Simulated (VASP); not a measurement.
Set up this calculation in VASP 6.6.1, as the native input.

- Task: single point
- Functional: r2SCAN
- Potentials or basis: VASP PAW PBE potentials, release 64 (Li_sv)
- Cutoff: 520 eV
- k mesh: 13 × 13 × 13
- Occupations: fermi-dirac, width 0.2 eV
- Spin: no spin polarisation
- Dipole correction: no
- Further INCAR settings: ALGO = Normal; EDIFF = 1e-07; NBANDS = 8

Li:

```
CELL_PARAMETERS angstrom
-1.73794 1.73794 1.73794
1.73794 -1.73794 1.73794
1.73794 1.73794 -1.73794
ATOMIC_POSITIONS crystal
Li 0.00000 0.00000 0.00000
```

The input as run:

POSCAR

```
Li
1.0
   -1.7379403969      1.7379403969      1.7379403969
    1.7379403969     -1.7379403969      1.7379403969
    1.7379403969      1.7379403969     -1.7379403969
Li
1
Direct
    0.0000000000      0.0000000000      0.0000000000
```

INCAR.step1

```
SYSTEM = Li
PREC = Accurate
ENCUT = 520
ISMEAR = -1
SIGMA = 0.2
LREAL = .FALSE.
LASPH = .TRUE.
NELM = 60
NBANDS = 8
GGA = PE
ALGO = Normal
EDIFF = 1E-4
LWAVE = .TRUE.
LCHARG = .FALSE.
```

INCAR.step2

```
SYSTEM = Li
PREC = Accurate
ENCUT = 520
EDIFF = 1E-7
ISMEAR = -1
SIGMA = 0.2
LREAL = .FALSE.
LASPH = .TRUE.
NELM = 60
ALGO = Normal
ISIF = 2
LWAVE = .FALSE.
LCHARG = .FALSE.
METAGGA = R2SCAN
LMIXTAU = .TRUE.
NBANDS = 8
ISTART = 1
```

KPOINTS

```
Automatic mesh
0
G
  13 13 13
  0 0 0
```

Potentials or basis: VASP PAW PBE potentials, release 64 (Li_sv).

Run with:

```sh
$ cat potpaw_PBE.64/Li_sv/POTCAR > POTCAR
$ cp INCAR.step1 INCAR
$ mpirun -np 1 vasp_std > vasp.out
$ cp INCAR.step2 INCAR
$ mpirun -np 1 vasp_std > vasp.out
```

It took 83 s on 1 thread of Intel Xeon 8259CL, on a shared host, peak memory 0.14 GiB.
